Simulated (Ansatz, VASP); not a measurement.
# One calculation of TiAl3, two programs

The input POSCAR:

```
TiAl3
1.0
    2.8012982818      0.0000000000      0.0000000000
    0.0000000000      4.6179959200      0.0000000000
    0.0000000000      0.0000000000      4.8345076374
Ti Al
1 3
Direct
    0.0000000000      0.5000000000      0.1659160000
    0.0000000000      0.0000000000      0.8359000000
    0.5000000000      0.0000000000      0.3309120000
    0.5000000000      0.5000000000      0.6672710000
```

File INCAR.step1:

```
  PREC = Accurate
  ENCUT = 520
  ISMEAR = -1
  SIGMA = 0.05
  LREAL = False
  LASPH = True
  NELM = 60
  NBANDS = 18
  GGA = PE
  ALGO = Normal
  EDIFF = 1E-4
  LWAVE = True
  LCHARG = False
```

INCAR.step2

```
  PREC = Accurate
  ENCUT = 520
  EDIFF = 1E-6
  ISMEAR = -1
  SIGMA = 0.05
  LREAL = False
  LASPH = True
  NELM = 60
  ALGO = Normal
  ISIF = 2
  LWAVE = False
  LCHARG = False
  METAGGA = R2SCAN
  LMIXTAU = True
  NBANDS = 18
  ISTART = 1
```

Contents of KPOINTS:

```
regular mesh
0
Gamma
  9 6 6
```

Contents of input.yaml:

```yaml
crystal:
  lattice:
    - [2.8012982818, 0.0, 0.0]
    - [0.0, 4.61799592, 0.0]
    - [0.0, 0.0, 4.8345076374]
  atoms:
    - { symbol: Ti, position: [0.0, 0.5, 0.165916] }
    - { symbol: Al, position: [0.0, 0.0, 0.8359] }
    - { symbol: Al, position: [0.5, 0.0, 0.330912] }
    - { symbol: Al, position: [0.5, 0.5, 0.667271] }
hamiltonian:
  xc: r2scan
  pseudopotentials: { kind: paw }
kpoints:
  mp_grid: { grid: [9, 6, 6] }
scf:
  occupations: { method: fermi_dirac, width: 0.05 }
output:
  forces: true
  stress: true
  eigenvalues: true
```

Alike in both runs: task single point; functional r2SCAN; k mesh 9 × 6 × 6; occupations fermi-dirac, width 0.05 eV; no spin polarisation.

|  | VASP | Ansatz |
| --- | --- | --- |
| version | VASP 6.6.1 | Ansatz 0.2.0 |
| potentials or method | VASP PAW PBE potentials, release 64 (Ti_sv, Al) | Ansatz PAW |
| plane-wave cutoff (eV) | 520 | 500 |
| valence electrons in the cell | 21 | 21 |

|  | VASP | Ansatz | Ansatz less VASP |
| --- | --- | --- | --- |
| gap on the k mesh at the Fermi level (eV) | none | none | - |
| pressure (GPa) | 2.2 | 2.3 | +0.09 |
| traceless stress, the component that is largest in VASP (GPa) | -2.51 | -2.50 | +0.011 |
| rms of the force components (eV/Å) | 0.029 | 0.026 | -0.0035 |

VASP's potentials were made for PBE, not for r2SCAN. Atom by atom the forces differ by 0.005 eV/Å (rms over components). A gap of «none» marks a metal or a gap that the smearing closes.
